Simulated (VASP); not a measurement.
# CdH2 (fluorite type) (Fm-3m) in VASP: further runs

The runs below take CdH2 (fluorite type) through single point, relaxation of cell and atoms, with PBE.

Everything below comes from runs of VASP 6.6.1. Logs are shortened: lines on timing, memory, paths and dates and some standing lists are left out, and cuts for length are marked.

### Step 1. The cell of the first run

The structure is cubic, space group Fm-3m (No. 225). Conventional cell: a = 5.106 Å, b = 5.106 Å, c = 5.106 Å, α = 90.00°, β = 90.00°, γ = 90.00°. Within 2.9 Å of Cd (site symmetry m-3m) lie 8 H at 2.21 Å. Within 2.9 Å of H (site symmetry -43m) lie 4 Cd at 2.21 Å and 6 H at 2.55 Å.

### Step 2. Single point, PBE

INCAR

```
SYSTEM = CdH2
ALGO = Normal
EDIFF = 1E-6
ENCUT = 520
GGA = PE
ISIF = 2
ISMEAR = -1
LASPH = .True.
LCHARG = .False.
LREAL = .False.
LWAVE = .False.
NBANDS = 14
NELM = 80
PREC = Accurate
SIGMA = 0.05
```

KPOINTS

```
k-points
0
Gamma
  11 11 11
  0 0 0
```

POSCAR

```
CdH2
1.0
    0.0000000000      2.5527748203      2.5527748203
    2.5527748203      0.0000000000      2.5527748203
    2.5527748203      2.5527748203      0.0000000000
Cd H
1 2
Direct
    0.0000000000      0.0000000000      0.0000000000
    0.2500000000      0.2500000000      0.2500000000
    0.7500000000      0.7500000000      0.7500000000
```

Potentials or basis: VASP PAW PBE potentials, release 64 (Cd, H).

On the command line:

```console
$ cat potpaw_PBE.64/Cd/POTCAR potpaw_PBE.64/H/POTCAR > POTCAR
$ mpirun -np 1 vasp_std > vasp.out
```

OUTCAR:

```text
SYSTEM = CdH2
   EDIFF = 1E-6
   ENCUT = 520
   GGA = PE
   ISIF = 2
   ISMEAR = -1
   LASPH = .True.
   LREAL = .False.
   NELM = 80
   PREC = Accurate

 ion  position               nearest neighbor table
   1  0.000  0.000  0.000-   3 2.21   3 2.21   3 2.21   2 2.21   3 2.21   2 2.21   2 2.21   2 2.21

   2  0.250  0.250  0.250-   1 2.21   1 2.21   1 2.21   1 2.21
   3  0.750  0.750  0.750-   1 2.21   1 2.21   1 2.21   1 2.21

  LATTYP: Found a face centered cubic cell.
 ALAT       =     5.1055496406

  Lattice vectors:

 A1 = (   0.0000000000,   2.5527748203,   2.5527748203)
 A2 = (   2.5527748203,   0.0000000000,   2.5527748203)
 A3 = (   2.5527748203,   2.5527748203,   0.0000000000)

Analysis of symmetry for initial positions (statically):
=====================================================================
 Subroutine PRICEL returns:
 Original cell was already a primitive cell.

 Routine SETGRP: Setting up the symmetry group for a
 face centered cubic supercell.

 Subroutine GETGRP returns: Found 48 space group operations
 (whereof 48 operations were pure point group operations)
 out of a pool of 48 trial point group operations.

The static configuration has the point symmetry O_h .

Analysis of symmetry for dynamics (positions and initial velocities):
=====================================================================
 Subroutine PRICEL returns:
 Original cell was already a primitive cell.

 Routine SETGRP: Setting up the symmetry group for a
 face centered cubic supercell.

 Subroutine GETGRP returns: Found 48 space group operations
 (whereof 48 operations were pure point group operations)
 out of a pool of 48 trial point group operations.

The dynamic configuration has the point symmetry O_h .

 Subroutine INISYM returns: Found 48 space group operations
 (whereof 48 operations are pure point group operations),
 and found     1 'primitive' translations

----------------------------------------------------------------------------------------

                                     Primitive cell

  volume of cell :      33.2711

  direct lattice vectors                    reciprocal lattice vectors
     0.000000000  2.552774820  2.552774820    -0.195865298  0.195865298  0.195865298
     2.552774820  0.000000000  2.552774820     0.195865298 -0.195865298  0.195865298
     2.552774820  2.552774820  0.000000000     0.195865298  0.195865298 -0.195865298

  length of vectors
     3.610168773  3.610168773  3.610168773     0.339248647  0.339248647  0.339248647

  position of ions in fractional coordinates (direct lattice)
     0.000000000  0.000000000  0.000000000
     0.250000000  0.250000000  0.250000000
     0.750000000  0.750000000  0.750000000

  ion indices of the primitive-cell ions
   primitive index   ion index
                 1           1
                 2           2
                 3           3

----------------------------------------------------------------------------------------

 KPOINTS: k-points

Automatic generation of k-mesh.
 Grid dimensions read from file:
 generate k-points for:   11   11   11

 Generating k-lattice:

  Cartesian coordinates                     Fractional coordinates (reciprocal lattice)
    -0.017805936  0.017805936  0.017805936     0.090909091  0.000000000  0.000000000
     0.017805936 -0.017805936  0.017805936     0.000000000  0.090909091  0.000000000
     0.017805936  0.017805936 -0.017805936     0.000000000  0.000000000  0.090909091

  Length of vectors
     0.030840786  0.030840786  0.030840786

  Shift w.r.t. Gamma in fractional coordinates (k-lattice)
     0.000000000  0.000000000  0.000000000

 Subroutine IBZKPT returns following result:
 ===========================================

 Found     56 irreducible k-points:

 Following reciprocal coordinates:
            Coordinates               Weight
  0.000000  0.000000  0.000000      1.000000
  0.090909  0.000000  0.000000      8.000000
  0.181818  0.000000  0.000000      8.000000
  0.272727  0.000000  0.000000      8.000000
  0.363636  0.000000  0.000000      8.000000
  0.454545  0.000000  0.000000      8.000000
[... 16 lines left out ...]
 -0.272727  0.181818  0.000000     24.000000
 -0.181818  0.181818  0.000000     12.000000
 [... further k-points ...]
   k-points           NKPTS =     56   k-points in BZ     NKDIM =     56   number of bands    NBANDS=     14
   number of dos      NEDOS =    301   number of ions     NIONS =      3
   total plane-waves  NPLWV =  21952
   dimension x,y,z NGX =    28 NGY =   28 NGZ =   28
   dimension x,y,z NGXF=    56 NGYF=   56 NGZF=   56
   ions per type =               1   2
   NGX,Y,Z   is equivalent  to a cutoff of  12.89, 12.89, 12.89 a.u.
   NGXF,Y,Z  is equivalent  to a cutoff of  25.79, 25.79, 25.79 a.u.
 SYSTEM =  CdH2
   PREC   = accura    normal or accurate (medium, high low for compatibility)
   ISTART =      0    job   : 0-new  1-cont  2-samecut
   ICHARG =      2    charge: 1-file 2-atom 10-const
   ISPIN  =      1    spin polarized calculation?
   LNONCOLLINEAR =      F non collinear calculations
   LSORBIT =      F    spin-orbit coupling
   LASPH  =      T    aspherical Exc in radial PAW
   ENCUT  =  520.0 eV  38.22 Ry    6.18 a.u.   6.71  6.71  6.71*2*pi/ulx,y,z
   NELM   =     80;   NELMIN=  2; NELMDL= -5     # of ELM steps
   EDIFF  = 0.1E-05   stopping-criterion for ELM
   LREAL  =      F    real-space projection
   EDIFFG = 0.1E-04   stopping-criterion for IOM
   NSW    =      0    number of steps for IOM
   IBRION =     -1    ionic relax: 0-MD 1-quasi-New 2-CG
   NFREE  =      0    steps in history (QN), initial steepest desc. (CG)
   ISIF   =      2    stress and relaxation
   ISYM   =      2    0-nonsym 1-usesym 2-fastsym
   POTIM  = 0.5000    time-step for ionic-motion
   TEBEG  =    0.0;   TEEND  =   0.0 temperature during run
   PSTRESS=    0.0 pullay stress
   NELECT =      14.0000    total number of electrons
   NUPDOWN=      -1.0000    fix difference up-down
   EMIN   =  10.00;   EMAX   =-10.00  energy-range for DOS
   EFERMI =   0.00;   METHOD = LEGACY
   ISMEAR =    -1;   SIGMA  =   0.05  broadening in eV -4-tet -1-fermi 0-gaus
   EFERMI_NEDOS =   21; number of points for ismear=-14 and -15
   IALGO  =     38    algorithm
   IMIX   =      4    mixing-type and parameters
     AMIX     =   0.40;   BMIX     =  1.00
     AMIX_MAG =   1.60;   BMIX_MAG =  1.00
  volume/ion in A,a.u.               =      11.09        74.84
  Fermi-wavevector in a.u.,A,eV,Ry     =   1.226766  2.318251 20.476148  1.504954
  Thomas-Fermi vector in A             =   2.361754
   LORBIT       =      0    0 simple, 1 ext, 2 COOP (PROOUT), +10 PAW based schemes
   GGA     = PE    functional components
   LHFCALC =     F    Hartree Fock is set to
   AEXX    =    0.0000 exact exchange contribution
   IVDW    =     0    specifies the selected vdW correction
   LEPSILON=     F    determine dielectric tensor
   LRPA    =     F    only Hartree local field effects (RPA)
 non-spin polarized calculation
  energy-cutoff  :      520.00
  volume of cell :       33.27
 maximum number of plane-waves:       914
   NGX = 13   NGY = 13   NGZ = 13

 number of electron      14.0000005 magnetization

 Free energy of the ion-electron system (eV)
  ---------------------------------------------------
  ext. energy  EPLUGINS =         0.00000000
  ---------------------------------------------------
  free energy    TOTEN  =        -5.82222498 eV

  energy without entropy =       -5.81606641  energy(sigma->0) =       -5.81914569

 E-fermi :   1.2692     XC(G=0):  -9.9193

 val. band max:        1.2571691271   @ k =  -0.4545   0.3636   0.0000
 cond. band min:       1.3302592272   @ k =   0.2727   0.1818   0.0909
 fundamental gap:      0.0730901002
 Fermi energy:         1.2691602151

 k-point     1 :       0.0000    0.0000    0.0000
  band No.  band energies     occupation
      1      -8.0195      2.00000
      2      -7.2864      2.00000
      3      -7.2864      2.00000
      4      -7.2864      2.00000
      5      -7.0372      2.00000
      6      -7.0372      2.00000
      7       1.6838      0.00050
      8      11.6801      0.00000
      9      11.7499      0.00000
     10      11.7499      0.00000
     11      11.7499      0.00000
     12      13.4159      0.00000
     13      13.4159      0.00000
     14      13.4159      0.00000

 k-point     2 :       0.0909    0.0000    0.0000
  band No.  band energies     occupation
      1      -7.8842      2.00000
      2      -7.3123      2.00000
      3      -7.2705      2.00000
      4      -7.2705      2.00000
      5      -7.0395      2.00000
      6      -7.0395      2.00000
      7       1.6475      0.00103
      8       9.8780      0.00000
      9      11.2105      0.00000
     10      11.2623      0.00000
     11      11.2623      0.00000
     12      14.0906      0.00000
     13      14.0906      0.00000
     14      14.8267      0.00000

 k-point     3 :       0.1818    0.0000    0.0000
  band No.  band energies     occupation
      1      -7.6650      2.00000
      2      -7.2381      2.00000
      3      -7.2381      2.00000
      4      -7.1854      2.00000
      5      -7.0346      2.00000
      6      -7.0346      2.00000
      7       1.3914      0.15978
      8       7.8603      0.00000
      9      10.1441      0.00000
     10      10.5360      0.00000
     11      10.5360      0.00000
     12      14.7677      0.00000
     13      14.7677      0.00000
     14      15.7827      0.00000

 k-point     4 :       0.2727    0.0000    0.0000
  band No.  band energies     occupation
      1      -7.7436      2.00000
      2      -7.2243      2.00000
      3      -7.2243      2.00000
      4      -6.9977      2.00000
      5      -6.9977      2.00000
      6      -6.4831      2.00000
      7       0.5723      2.00000
      8       6.6919      0.00000
      9       9.0739      0.00000
     10       9.9299      0.00000
     11       9.9299      0.00000
     12      13.9087      0.00000
     13      13.9087      0.00000
     14      16.9394      0.00000

 k-point     5 :       0.3636    0.0000    0.0000
  band No.  band energies     occupation
      1      -7.8721      2.00000
      2      -7.2345      2.00000
      3      -7.2345      2.00000
      4      -6.9390      2.00000
      5      -6.9390      2.00000
      6      -5.4194      2.00000
      7      -0.8363      2.00000
      8       6.4171      0.00000
      9       8.1696      0.00000
     10       9.5015      0.00000
     11       9.5015      0.00000
[... 276 lines left out ...]
 k-point    22 :      -0.3636    0.1818    0.0000
  band No.  band energies     occupation
      1      -7.7654      2.00000
      2      -7.3579      2.00000
      3      -7.1503      2.00000
      4      -7.0725      2.00000
      5      -6.9570      2.00000
      6      -3.9861      2.00000
      7      -1.6072      2.00000
      8       3.8422      0.00000
      9       7.0106      0.00000
     10       8.4638      0.00000
     11      10.3021      0.00000
     12      14.6304      0.00000
     13      16.3493      0.00000
     14      18.2257      0.00000

 k-point    23 :      -0.2727    0.1818    0.0000
  band No.  band energies     occupation
      1      -7.6542      2.00000
      2      -7.3982      2.00000
      3      -7.1394      2.00000
      4      -7.0693      2.00000
      5      -7.0405      2.00000
      6      -5.2073      2.00000
      7      -0.1964      2.00000
      8       4.1785      0.00000
      9       7.6683      0.00000
     10       9.4225      0.00000
     11       9.6928      0.00000
     12      14.4997      0.00000
     13      16.5077      0.00000
     14      16.7251      0.00000

 k-point    24 :      -0.1818    0.1818    0.0000
  band No.  band energies     occupation
      1      -7.5226      2.00000
      2      -7.4534      2.00000
      3      -7.1539      2.00000
      4      -7.0888      2.00000
      5      -7.0706      2.00000
      6      -6.1496      2.00000
      7       0.7458      1.99994
      8       5.2682      0.00000
      9       8.5269      0.00000
     10       9.2821      0.00000
     11      10.5506      0.00000
     12      14.4566      0.00000
     13      14.9195      0.00000
     14      15.9953      0.00000

 [... further k-points ...]

------------------------ aborting loop because EDIFF is reached ----------------------------------------

  FORCE on cell =-STRESS in cart. coord.  units (eV):
  Direction    XX          YY          ZZ          XY          YZ          ZX
  --------------------------------------------------------------------------------------
  -------------------------------------------------------------------------------------
  Total        0.0531109      0.0531109      0.0531109      0.0000000     -0.0000000      0.0000000
  in kB        2.5575671      2.5575671      2.5575671      0.0000000     -0.0000000      0.0000000
  external PRESSURE =       2.5575671 kB  Pullay stress =       0.0000000 kB

 VOLUME and BASIS-vectors are now :
 -----------------------------------------------------------------------------
  energy-cutoff  :      520.00
  volume of cell :       33.27
      direct lattice vectors                 reciprocal lattice vectors
     0.000000000  2.552774820  2.552774820    -0.195865298  0.195865298  0.195865298
     2.552774820  0.000000000  2.552774820     0.195865298 -0.195865298  0.195865298
     2.552774820  2.552774820  0.000000000     0.195865298  0.195865298 -0.195865298

 POSITION                                       TOTAL-FORCE (eV/Angst)
 -----------------------------------------------------------------------------------
      0.00000      0.00000      0.00000        -0.000000     -0.000000     -0.000000
      1.27639      1.27639      1.27639        -0.000000     -0.000000     -0.000000
      3.82916      3.82916      3.82916         0.000000      0.000000      0.000000
 -----------------------------------------------------------------------------------
    total drift:                               -0.000000     -0.000000      0.000000

  FREE ENERGIE OF THE ION-ELECTRON SYSTEM (eV)
  ---------------------------------------------------
  free  energy   TOTEN  =        -5.8222249772 eV

  energy  without entropy=       -5.8160664072  energy(sigma->0) =       -5.81914569
```

Wall time 11 s (1 thread of Intel Xeon 6975P-C (Granite Rapids), shared host); peak memory 0.16 GiB.

What came out:

- Free energy: -5.8222 eV
- Pressure: 0.3 GPa
- Band gap on the k mesh: zero (band 7 reaches 1.68 eV, above the bottom of band 8 at 0.91 eV)

### Step 3. Relaxation of cell and atoms, PBE

This run uses another cell than the first one, of 11.12 Å³/atom, 1.003 times its volume.

INCAR

```
SYSTEM = CdH2
PREC     = Accurate       ! precision mode
ENCUT    = 600            ! plane-wave cutoff, eV
EDIFF    = 1E-7           ! SCF threshold, eV
ISMEAR   = -1             ! smearing method
SIGMA    = 0.05           ! smearing width, eV
LREAL    = .FALSE.        ! projectors in reciprocal space
LASPH    = .TRUE.         ! aspherical terms in the spheres
NELM     = 60             ! most SCF steps
ALGO     = Normal         ! electronic algorithm
ISIF     = 3              ! what is computed and relaxed
LWAVE    = .FALSE.        ! write WAVECAR
LCHARG   = .FALSE.        ! write CHGCAR
GGA      = PE             ! functional
IBRION   = 2              ! ionic algorithm
NSW      = 100            ! ionic steps
EDIFFG   = -0.005         ! ionic threshold
```

KPOINTS

```
regular mesh
0
G
  11 11 11
  0 0 0
```

POSCAR

```
CdH2
1.0
    0.0000000000      2.5553258337      2.5553258337
    2.5553258337      0.0000000000      2.5553258337
    2.5553258337      2.5553258337      0.0000000000
Cd H
1 2
Direct
    0.0000000000      0.0000000000      0.0000000000
    0.2500000000      0.2500000000      0.2500000000
    0.7500000000      0.7500000000      0.7500000000
```

Potentials or basis: VASP PAW PBE potentials, release 64 (Cd, H).

On the command line:

```console
$ cat potpaw_PBE.64/Cd/POTCAR potpaw_PBE.64/H/POTCAR > POTCAR
$ mpirun -np 1 vasp_std > vasp.out
```

It took 16 s on 1 thread of Intel Xeon 6975P-C (Granite Rapids), shared host; peak memory 0.18 GiB.

The run converged. Its results:

| Item | Value |
| --- | --- |
| Free energy | -5.8225 eV |
| Relaxed volume | 11.13 Å³/atom |
| Relaxed cell | a = 3.615 Å, b = 3.615 Å, c = 3.615 Å, α = 60.00°, β = 60.00°, γ = 60.00° |
| Space group after relaxing (to 0.05 Å) | Fm-3m (No. 225) |
| Energy gained by relaxing | 0.0 meV/atom |
| Ionic steps | 2 |
| Pressure after relaxing | 0.0 GPa |
| Band gap on the k mesh | zero (band 7 reaches 1.66 eV, above the bottom of band 8 at 0.88 eV) |

Final structure:
```
Cd H
1.0
     0.00000    2.55595    2.55595
     2.55595    0.00000    2.55595
     2.55595    2.55595    0.00000
Cd H
1 2
Direct
  0.00000 0.00000 0.00000
  0.25000 0.25000 0.25000
  0.75000 0.75000 0.75000
```

Levels at points of the mesh, in eV from the Fermi level:
| k point | band 4 | band 5 | band 6 | band 7 | band 8 | band 9 | band 10 | band 11 |
| --- | --- | --- | --- | --- | --- | --- | --- | --- |
| (0.00, 0.00, 0.00) | -8.55 | -8.30 | -8.30 | 0.42 | 10.38 | 10.46 | 10.46 | 10.46 |
